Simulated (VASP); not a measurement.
Wanted: the native input for a VASP 6.6.1 run.

* Task: single point
* Functional: LDA
* Potentials or basis: VASP PAW LDA potentials, release 64 (Na_pv, I)
* Cutoff: 520 eV
* k mesh: 8 × 8 × 8
* Occupations: fermi-dirac, width 0.02 eV
* Spin: no spin polarisation
* Dipole correction: no
* Further INCAR settings: ALGO = Normal; EDIFF = 1e-06; NBANDS = 14

The structure of NaI lies in POSCAR:

```
NaI
1.0
    0.0647280000      3.2687640000      3.2687640000
    3.2687640000      0.0647280000      3.2687640000
    3.2687640000      3.2687640000      0.0647280000
Na I
1 1
Direct
    0.0000000000      0.0000000000      0.0000000000
    0.5000000000      0.5000000000      0.5000000000
```

This cell differs from its parent crystal: equal xy, yz and zx shear strains of +2 %.

The input as run:

INCAR

```
ALGO = Normal
EDIFF = 1E-6
ENCUT = 520
ISIF = 2
ISMEAR = -1
LASPH = True
LCHARG = False
LREAL = False
LWAVE = False
NBANDS = 14
NELM = 100
PREC = Accurate
SIGMA = 0.02
```

KPOINTS

```
k-points
0
Gamma
  8 8 8
```

Potentials or basis: VASP PAW LDA potentials, release 64 (Na_pv, I).

The run is started by

```sh
$ cat potpaw_LDA.64/Na_pv/POTCAR potpaw_LDA.64/I/POTCAR > POTCAR
$ mpirun -np 1 vasp_std > vasp.out
```

It gave:

The pressure is -1.6 GPa and the band gap on the k mesh is 3.29 eV.

Caveat: the cell differs from its parent crystal (equal xy, yz and zx shear strains of +2 %); spin-orbit coupling is left out, which moves the levels of the heavy elements.

Run time: 16 s on 1 thread of Intel(R) Xeon(R) 6975P-C (Granite Rapids) (shared host), peak memory 0.2 GiB.
